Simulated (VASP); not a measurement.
# LiCl (Fm-3m) in VASP: vibrations by perturbation theory with PBE

Aim: the vibrations by perturbation theory of LiCl with PBE.

All numbers are computed with VASP 6.6.1; they aren't measurements. Logs are shortened: lines on timing, memory, paths and dates and some standing lists are left out, and cuts for length are marked.

### 1 The cell of the first run

It takes space group Fm-3m (No. 225, cubic). The conventional cell has a = 5.150 Å, b = 5.150 Å, c = 5.150 Å, α = 90.00°, β = 90.00°, γ = 90.00°. Within 3.4 Å of Li (site symmetry m-3m) lie 6 Cl at 2.58 Å. Within 3.4 Å of Cl (site symmetry m-3m) lie 6 Li at 2.58 Å.

### 2 Vibrations by perturbation theory, PBE

File INCAR:

```
SYSTEM = LiCl
PREC = Accurate ; ENCUT = 520
EDIFF = 1E-8 ; ISMEAR = 0
SIGMA = 0.01 ; LREAL = .False.
LASPH = .True. ; NELM = 60
ALGO = Normal ; ISIF = 2
LWAVE = .False. ; LCHARG = .False.
GGA = PE ; NBANDS = 12
IBRION = 8 ; NSW = 1
LEPSILON = .True.
```

File KPOINTS:

```
Automatic mesh
0
Gamma
  8 8 8
  0 0 0
```

File POSCAR:

```
LiCl
1.0
    0.0000000000      2.5752183527      2.5752183527
    2.5752183527      0.0000000000      2.5752183527
    2.5752183527      2.5752183527      0.0000000000
Li Cl
1 1
Direct
    0.0000000000      0.0000000000      0.0000000000
    0.5000000000      0.5000000000      0.5000000000
```

Potentials or basis: VASP PAW PBE potentials, release 64 (Li_sv, Cl).

The run is started by

```sh
$ cat potpaw_PBE.64/Li_sv/POTCAR potpaw_PBE.64/Cl/POTCAR > POTCAR
$ mpirun -np 1 vasp_std > vasp.out
```

OUTCAR:

```text
SYSTEM = LiCl
   PREC = Accurate
   ENCUT = 520
   EDIFF = 1E-8
   ISMEAR = 0
   LREAL = .False.
   LASPH = .True.
   NELM = 60
   ISIF = 2
   GGA = PE
   IBRION = 8
   NSW = 1
   LEPSILON = .True.

 ion  position               nearest neighbor table
   1  0.000  0.000  0.000-   2 2.58   2 2.58   2 2.58   2 2.58   2 2.58   2 2.58
   2  0.500  0.500  0.500-   1 2.58   1 2.58   1 2.58   1 2.58   1 2.58   1 2.58

  LATTYP: Found a face centered cubic cell.
 ALAT       =     5.1504367054

  Lattice vectors:

 A1 = (   0.0000000000,   2.5752183527,   2.5752183527)
 A2 = (   2.5752183527,   0.0000000000,   2.5752183527)
 A3 = (   2.5752183527,   2.5752183527,   0.0000000000)

Analysis of symmetry for initial positions (statically):
=====================================================================
 Subroutine PRICEL returns:
 Original cell was already a primitive cell.

 Routine SETGRP: Setting up the symmetry group for a
 face centered cubic supercell.

 Subroutine GETGRP returns: Found 48 space group operations
 (whereof 48 operations were pure point group operations)
 out of a pool of 48 trial point group operations.

The static configuration has the point symmetry O_h .

Analysis of symmetry for dynamics (positions and initial velocities):
=====================================================================
 Subroutine PRICEL returns:
 Original cell was already a primitive cell.

 Routine SETGRP: Setting up the symmetry group for a
 face centered cubic supercell.

 Subroutine GETGRP returns: Found 48 space group operations
 (whereof 48 operations were pure point group operations)
 out of a pool of 48 trial point group operations.

The dynamic configuration has the point symmetry O_h .

 Subroutine INISYM returns: Found 48 space group operations
 (whereof 48 operations are pure point group operations),
 and found     1 'primitive' translations

----------------------------------------------------------------------------------------

                                     Primitive cell

  volume of cell :      34.1564

  direct lattice vectors                    reciprocal lattice vectors
     0.000000000  2.575218353  2.575218353    -0.194158293  0.194158293  0.194158293
     2.575218353  0.000000000  2.575218353     0.194158293 -0.194158293  0.194158293
     2.575218353  2.575218353  0.000000000     0.194158293  0.194158293 -0.194158293

  length of vectors
     3.641908720  3.641908720  3.641908720     0.336292029  0.336292029  0.336292029

  position of ions in fractional coordinates (direct lattice)
     0.000000000  0.000000000  0.000000000
     0.500000000  0.500000000  0.500000000

  ion indices of the primitive-cell ions
   primitive index   ion index
                 1           1
                 2           2

----------------------------------------------------------------------------------------

 KPOINTS: Automatic mesh

Automatic generation of k-mesh.
 Grid dimensions read from file:
 generate k-points for:    8    8    8

 Generating k-lattice:

  Cartesian coordinates                     Fractional coordinates (reciprocal lattice)
    -0.024269787  0.024269787  0.024269787     0.125000000  0.000000000  0.000000000
     0.024269787 -0.024269787  0.024269787     0.000000000  0.125000000  0.000000000
     0.024269787  0.024269787 -0.024269787     0.000000000  0.000000000  0.125000000

  Length of vectors
     0.042036504  0.042036504  0.042036504

  Shift w.r.t. Gamma in fractional coordinates (k-lattice)
     0.000000000  0.000000000  0.000000000

 Subroutine IBZKPT returns following result:
 ===========================================

 Found     29 irreducible k-points:

 Following reciprocal coordinates:
            Coordinates               Weight
[... 465 lines left out ...]
  volume of cell :       34.16
      direct lattice vectors                 reciprocal lattice vectors
     0.000000000  2.575218353  2.575218353    -0.194158293  0.194158293  0.194158293
     2.575218353  0.000000000  2.575218353     0.194158293 -0.194158293  0.194158293
     2.575218353  2.575218353  0.000000000     0.194158293  0.194158293 -0.194158293

 POSITION                                       TOTAL-FORCE (eV/Angst)
 -----------------------------------------------------------------------------------
      0.00000      0.00000      0.00000        -0.000000     -0.000000     -0.000000
      2.57522      2.57522      2.57522         0.000000      0.000000      0.000000
 -----------------------------------------------------------------------------------
    total drift:                                0.000000      0.000000      0.000000

  FREE ENERGIE OF THE ION-ELECTRON SYSTEM (eV)
  ---------------------------------------------------
  free  energy   TOTEN  =        -7.3862361239 eV

  energy  without entropy=       -7.3862361239  energy(sigma->0) =       -7.38623612

 HEAD OF MICROSCOPIC STATIC DIELECTRIC TENSOR (INDEPENDENT PARTICLE, excluding Hartree and local field effects)
 ------------------------------------------------------
           3.240310     0.000000    -0.000000
           0.000000     3.240310     0.000000
          -0.000000    -0.000000     3.240310
 ------------------------------------------------------

 Free energy of the ion-electron system (eV)
  ---------------------------------------------------
  ---------------------------------------------------
  free energy    TOTEN  =        -0.20873736 eV

  energy without entropy =       -0.20873736

------------------------ aborting loop because EDIFF is reached ----------------------------------------

--------------------------------------- Ionic step        2  -------------------------------------------

------------------------ aborting loop because EDIFF is reached ----------------------------------------

--------------------------------------- Ionic step        3  -------------------------------------------

------------------------ aborting loop because EDIFF is reached ----------------------------------------

 PIEZOELECTRIC TENSOR FIELD DIRECTION 3  (e Angst)
 -----------------------------------------------------------------------------
    -0.00038  0.00000  0.00000           ( -0.00000  0.00000  0.00000)
     0.00000 -0.00038  0.00000           (  0.00000 -0.00000  0.00000)
     0.00000  0.00000 -0.00019           (  0.00000  0.00000 -0.00000)

 PIEZOELECTRIC TENSOR FIELD DIRECTION 3  (C/m^2)
 -----------------------------------------------------------------------------
    -0.00018  0.00000  0.00000
     0.00000 -0.00018  0.00000
     0.00000  0.00000 -0.00009

--------------------------------------- Ionic step        4  -------------------------------------------

------------------------ aborting loop because EDIFF is reached ----------------------------------------

[... ionic steps 5 to 6 ...]

--------------------------------------- Ionic step        7  -------------------------------------------

 Free energy of the ion-electron system (eV)
  ---------------------------------------------------
  ---------------------------------------------------
  free energy    TOTEN  =        -0.19010491 eV

  energy without entropy =       -0.19010491

------------------------ aborting loop because EDIFF is reached ----------------------------------------

 INTERNAL STRAIN TENSOR  FOR ION    2  DIRECTION 1   (eV/Angst):
 -----------------------------------------------------------------------------
     0.00267 -0.00000  0.00000
     0.00000  0.00890  0.00000
     0.00000  0.00000  0.00890

 MACROSCOPIC STATIC DIELECTRIC TENSOR (including local field effects in DFT)
 ------------------------------------------------------
           2.954339     0.000000    -0.000000
           0.000000     2.954339     0.000000
           0.000000     0.000000     2.954339
 ------------------------------------------------------

 PIEZOELECTRIC TENSOR (including local field effects)  for field in x, y, z        (e  Angst)
          XX          YY          ZZ          XY          YZ          ZX
  --------------------------------------------------------------------------------
  x     0.00000     0.00000     0.00000     0.00000     0.00000     0.00000
  y     0.00000     0.00000     0.00000     0.00000     0.00000     0.00000
  z     0.00000     0.00000     0.00000     0.00000     0.00000     0.00000

 PIEZOELECTRIC TENSOR (including local field effects)  for field in x, y, z        (C/m^2)
          XX          YY          ZZ          XY          YZ          ZX
  --------------------------------------------------------------------------------
  x     0.00000     0.00000     0.00000     0.00000     0.00000     0.00000
  y     0.00000     0.00000     0.00000     0.00000     0.00000     0.00000
  z     0.00000     0.00000     0.00000     0.00000     0.00000     0.00000

 BORN EFFECTIVE CHARGES (including local field effects) (in |e|, cummulative output)
 ---------------------------------------------------------------------------------
 ion    1
    1     1.18939     0.00000     0.00000
    2     0.00000     1.18939     0.00000
    3     0.00000     0.00000     1.18939
 ion    2
    1    -1.18939     0.00000     0.00000
    2     0.00000    -1.18939     0.00000
    3     0.00000     0.00000    -1.18939

 INTERNAL STRAIN TENSOR FOR ION    2 for displacements in x,y,z  (eV/Angst):
          X           Y           Z          XY          YZ          ZX
  --------------------------------------------------------------------------------
  x     0.00000     0.00000     0.00000     0.00000     0.00000     0.00000
  y     0.00000     0.00000     0.00000     0.00000     0.00000     0.00000
  z     0.00000     0.00000     0.00000     0.00000     0.00000     0.00000

 SECOND DERIVATIVES (NOT SYMMETRIZED)
 ------------------------------------
               1X          1Y          1Z          2X          2Y          2Z
  1X    -0.610480    0.000000    0.000000    0.610480    0.000000    0.000000
  1Y     0.000000   -0.610480    0.000000    0.000000    0.610480    0.000000
  1Z     0.000000    0.000000   -0.610480    0.000000    0.000000    0.610480
  2X     0.610100    0.000000    0.000000   -0.610100    0.000000    0.000000
  2Y     0.000000    0.610100    0.000000    0.000000   -0.610100    0.000000
  2Z     0.000000    0.000000    0.610100    0.000000    0.000000   -0.610100

 Eigenvectors and eigenvalues of the dynamical matrix
 ----------------------------------------------------

   1 f  =    5.048750 THz    31.722229 2PiTHz  168.408158 cm-1    20.879941 meV
             X         Y         Z           dx          dy          dz
      0.000000  0.000000  0.000000     0.000000    0.913784    0.000000
      2.575218  2.575218  2.575218     0.000000   -0.406201    0.000000
[... 21 lines left out ...]
   6 f/i=    0.000583 THz     0.003663 2PiTHz    0.019449 cm-1     0.002411 meV
             X         Y         Z           dx          dy          dz
      0.000000  0.000000  0.000000     0.000000    0.000000   -0.406201
      2.575218  2.575218  2.575218     0.000000    0.000000   -0.913784

--------------------------------------------------------------------------------------------------------

 MACROSCOPIC STATIC DIELECTRIC TENSOR IONIC CONTRIBUTION
 ------------------------------------------------------
          12.280300     0.000000     0.000000
           0.000000    12.280300     0.000000
           0.000000     0.000000    12.280300
 ------------------------------------------------------

 ELASTIC MODULI CONTR FROM IONIC RELAXATION (kBar)
 Direction    XX          YY          ZZ          XY          YZ          ZX
 --------------------------------------------------------------------------------
 XX           0.0000      0.0000      0.0000      0.0000      0.0000      0.0000
 YY           0.0000      0.0000      0.0000      0.0000      0.0000      0.0000
 ZZ           0.0000      0.0000      0.0000      0.0000      0.0000      0.0000
 XY           0.0000      0.0000      0.0000      0.0000      0.0000      0.0000
 YZ           0.0000      0.0000      0.0000      0.0000      0.0000      0.0000
 ZX           0.0000      0.0000      0.0000      0.0000      0.0000      0.0000
 --------------------------------------------------------------------------------

 PIEZOELECTRIC TENSOR IONIC CONTR  for field in x, y, z        (C/m^2)
          XX          YY          ZZ          XY          YZ          ZX
  --------------------------------------------------------------------------------
  x     0.00000     0.00000     0.00000     0.00000     0.00000     0.00000
  y     0.00000     0.00000     0.00000     0.00000     0.00000     0.00000
  z     0.00000     0.00000     0.00000     0.00000     0.00000     0.00000
```

It took 9.4 min on 1 thread of AMD EPYC 7R43 (Zen 3), shared host; peak memory 0.17 GiB.

Results:

| Property | Result |
| --- | --- |
| Electronic dielectric tensor (diagonal) | 2.95 |
| Born charges (mean of the diagonal) | Li +1.19; Cl -1.19 e |
| Highest phonon frequency at Γ, LO-TO splitting left out | 168 cm⁻¹ |

Phonon frequencies in cm⁻¹ (negative: imaginary):
```tsv
q point	frequencies
(0.000, 0.000, 0.000)	0 0 0 168 168 168
```

Electronic dielectric tensor:
```
2.95 0.00 0.00
0.00 2.95 0.00
0.00 0.00 2.95
```

Born effective charge tensors (e):
atom 1, Li
```
1.19 0.00 0.00
0.00 1.19 0.00
0.00 0.00 1.19
```
atom 2, Cl
```
-1.19  0.00  0.00
 0.00 -1.19  0.00
 0.00  0.00 -1.19
```
